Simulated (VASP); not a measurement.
Crystal: Al2Pt.

```xyz
3
Lattice="0.0000 2.9732 2.9732 2.9732 0.0000 2.9732 2.9732 2.9732 0.0000" Properties=species:S:1:pos:R:3 pbc="T T T"
Al    1.4866    1.4866    1.4866
Al    4.4598    4.4598    4.4598
Pt    0.0000    0.0000    0.0000
```

```yaml
Program: VASP 6.6.1
Task: relaxation of cell and atoms
Functional: LDA
Potentials_or_basis: VASP PAW LDA potentials, release 64 (Al, Pt)
Cutoff: 500 eV
k_mesh: 12 × 12 × 12
Occupations: gaussian, width 0.1 eV
Spin: no spin polarisation
```

At the start: pressure -5.9 GPa; volume 17.52 Å³/atom.

How do energy, volume and symmetry change on relaxing?

Over 6 steps the energy falls by 14.7 meV/atom and the volume is 16.76 Å³/atom (-4.4 %); space group Fm-3m (No. 225, to 0.05 Å).

Step by step:
```
step  energy change (eV)  largest force (eV/Å)  pressure (GPa)  volume (Å³)
   1              0.0000                0.0000           -5.90        52.57
   2              0.0158                0.0000            8.17        47.81
   3             -0.0441                0.0000           -0.07        50.29
   4             -0.0441                0.0000            0.07        50.24
   5             -0.0441                0.0000           -0.08        50.29
   6             -0.0441                0.0000            0.00        50.27
```

Final structure:
```cif
data_structure
_symmetry_space_group_name_H-M 'P 1'
_symmetry_Int_Tables_number 1
_cell_length_a 4.1425
_cell_length_b 4.1425
_cell_length_c 4.1425
_cell_angle_alpha 60.000
_cell_angle_beta 60.000
_cell_angle_gamma 60.000
_cell_volume 50.27
loop_
_atom_site_label
_atom_site_type_symbol
_atom_site_fract_x
_atom_site_fract_y
_atom_site_fract_z
_atom_site_occupancy
Al1 Al 0.25000 0.25000 0.25000 1
Al2 Al 0.75000 0.75000 0.75000 1
Pt1 Pt 0.00000 0.00000 0.00000 1
```
